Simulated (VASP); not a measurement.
Write the native input for VASP 6.6.1 that does the following.

| Item | Value |
| --- | --- |
| Task | single point |
| Functional | r2SCAN |
| Potentials or basis | VASP PAW PBE potentials, release 64 (Pt) |
| Cutoff | 520 eV |
| k mesh | 20 × 20 × 20 |
| Occupations | gaussian, width 0.15 eV |
| Spin | no spin polarisation |
| Dipole correction | no |
| Further INCAR settings | ALGO = Normal; EDIFF = 1e-07; NBANDS = 17 |

Crystal: Pt.

```
Pt
1.0
     0.00000   -3.13897    0.00000
    -3.13897    0.00000    0.00000
     0.00000    0.00000   -3.13897
Pt
2
Direct
  0.47701 0.47701 0.47701
  0.02299 0.02299 0.02299
```

This cell differs from its parent crystal: atoms displaced along a vibrational mode.

These files were run (other wordings do the same):

POSCAR

```
Pt
1.0
    0.0000000000     -3.1389727827      0.0000000000
   -3.1389727827      0.0000000000      0.0000000000
    0.0000000000      0.0000000000     -3.1389727827
Pt
2
Direct
    0.4770087896      0.4770087896      0.4770087896
    0.0229912104      0.0229912104      0.0229912104
```

INCAR.step1

```
ALGO     = Normal         # electronic algorithm
EDIFF    = 1E-4           # SCF threshold, eV
ENCUT    = 520            # plane-wave cutoff, eV
GGA      = PE             # functional
ISMEAR   = 0              # smearing method
LASPH    = True           # aspherical terms in the spheres
LCHARG   = False          # write CHGCAR
LREAL    = False          # projectors in reciprocal space
LWAVE    = True           # write WAVECAR
NBANDS   = 17             # bands
NELM     = 100            # most SCF steps
PREC     = Accurate       # precision mode
SIGMA    = 0.15           # smearing width, eV
```

INCAR.step2

```
ALGO     = Normal         # electronic algorithm
EDIFF    = 1E-7           # SCF threshold, eV
ENCUT    = 520            # plane-wave cutoff, eV
ISIF     = 2              # what is computed and relaxed
ISMEAR   = 0              # smearing method
ISTART   = 1            
LASPH    = True           # aspherical terms in the spheres
LCHARG   = False          # write CHGCAR
LMIXTAU  = True         
LREAL    = False          # projectors in reciprocal space
LWAVE    = False          # write WAVECAR
METAGGA  = R2SCAN         # meta-GGA
NBANDS   = 17             # bands
NELM     = 100            # most SCF steps
PREC     = Accurate       # precision mode
SIGMA    = 0.15           # smearing width, eV
```

KPOINTS

```
k-points
0
Gamma
  20 20 20
```

Potentials or basis: VASP PAW PBE potentials, release 64 (Pt).

The run is started by

```sh
$ cat potpaw_PBE.64/Pt/POTCAR > POTCAR
$ cp INCAR.step1 INCAR
$ mpirun -np 1 vasp_std > vasp.out
$ cp INCAR.step2 INCAR
$ mpirun -np 1 vasp_std > vasp.out
```

It gave:

The pressure is 7.8 GPa and the largest force is 2.490 eV/Å. The band gap on the k mesh is zero (bands 10 and 11 overlap by 1.43 eV).

Caveat: the cell differs from its parent crystal (atoms displaced along a vibrational mode); the cell stands under pressure; the PAW data sets were made with another functional, which shifts forces and pressure a little; spin-orbit coupling is left out, which moves the levels of the heavy elements.

It took 20 min on 1 thread of Intel Xeon 8259CL, on a shared host, peak memory 0.44 GiB.
